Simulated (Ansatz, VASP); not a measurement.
# One calculation of MnS, two programs

INCAR

```
SYSTEM = MnS
PREC     = Accurate       ! precision mode
ENCUT    = 520            ! plane-wave cutoff, eV
EDIFF    = 1E-7           ! SCF threshold, eV
ISMEAR   = 0              ! smearing method
SIGMA    = 0.05           ! smearing width, eV
LREAL    = .FALSE.        ! projectors in reciprocal space
LASPH    = .TRUE.         ! aspherical terms in the spheres
NELM     = 100            ! most SCF steps
ALGO     = Normal         ! electronic algorithm
ISIF     = 2              ! what is computed and relaxed
LWAVE    = .FALSE.        ! write WAVECAR
LCHARG   = .TRUE.         ! write CHGCAR
GGA      = PE             ! functional
LELF     = .TRUE.         ! ELF
LVHAR    = .TRUE.       
NBANDS   = 16             ! bands
```

Contents of KPOINTS:

```
Automatic mesh
0
G
  12 12 12
  0 0 0
```

File POSCAR:

```
MnS
1.0
    0.0000000000      2.3615296016      2.3615296016
    2.3615296016      0.0000000000      2.3615296016
    2.3615296016      2.3615296016      0.0000000000
Mn S
1 1
Direct
    0.0000000000      0.0000000000      0.0000000000
    0.5000000000      0.5000000000      0.5000000000
```

Input for Ansatz:

```yaml
crystal:
  lattice:
    - [0.0, 2.3615296016, 2.3615296016]
    - [2.3615296016, 0.0, 2.3615296016]
    - [2.3615296016, 2.3615296016, 0.0]
  atoms:
    - { symbol: Mn, position: [0.0, 0.0, 0.0] }
    - { symbol: S, position: [0.5, 0.5, 0.5] }
basis:
  ecutwfc: 420
  ecutrho_ratio: 4
kpoints:
  mp_grid: { grid: [12, 12, 12] }
hamiltonian:
  xc: pbe
scf:
  occupations: { method: gaussian, width: 0.05 }
output:
  forces: true
  stress: true
  eigenvalues: true
```

Alike in both runs: task single point; functional PBE; k mesh 12 × 12 × 12; occupations gaussian, width 0.05 eV; no spin polarisation.

|  | VASP | Ansatz |
| --- | --- | --- |
| version | VASP 6.6.1 | Ansatz 0.2.0 |
| potentials or method | VASP PAW PBE potentials, release 64 (Mn_pv, S), cutoff 520 eV | scalar-relativistic, plane waves, PAW |
| valence electrons in the cell | 19 | 21 |

Ansatz gave:

| Quantity | Value |
| --- | --- |
| gap on the k mesh at the Fermi level (eV) | none |
| pressure (GPa) | -2.9 |

Task: Which values does VASP return?

Result: gap on the k mesh at the Fermi level (eV): none; pressure (GPa): -2.8.

A gap of «none» marks a metal or a gap that the smearing closes. With one functional, cell and mesh, what is left measures potentials, basis and numerics. VASP's potentials hold 19 valence electrons a cell and Ansatz's 21, so a difference there can come from the potentials and not from the codes.
